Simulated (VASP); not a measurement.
The system is KBr.

```xyz
2
Lattice="0.0000 3.3022 3.3022 3.3022 0.0000 3.3022 3.3022 3.3022 0.0000" Properties=species:S:1:pos:R:3 pbc="T T T"
K     0.0000    0.0000    0.0000
Br    3.3022    3.3022    3.3022
```

Base run:

| Quantity | Value |
| --- | --- |
| Program | VASP 6.6.1 |
| Functional | PBE |
| Potentials or basis | VASP PAW PBE potentials, release 64 (K_sv, Br) |
| Cutoff | 520 eV |
| k mesh | 6 × 6 × 6 |
| Occupations | gaussian, width 0.01 eV |
| Spin | no spin polarisation |

Its results: band gap on the k mesh 4.43 eV; pressure 0.7 GPa.

Q: The run is repeated on the same cell with these changes: functional from PBE to r2SCAN; further incar settings from ALGO = Normal; EDIFF = 1e-07; NBANDS = 15 to ALGO = Normal; EDIFF = 1e-06; NBANDS = 15. What comes out?

A: Band gap on the k mesh 5.07 eV; pressure 0.0 GPa.

Caveats: the PAW data sets were made with another functional, which shifts forces and pressure a little (at least some runs).

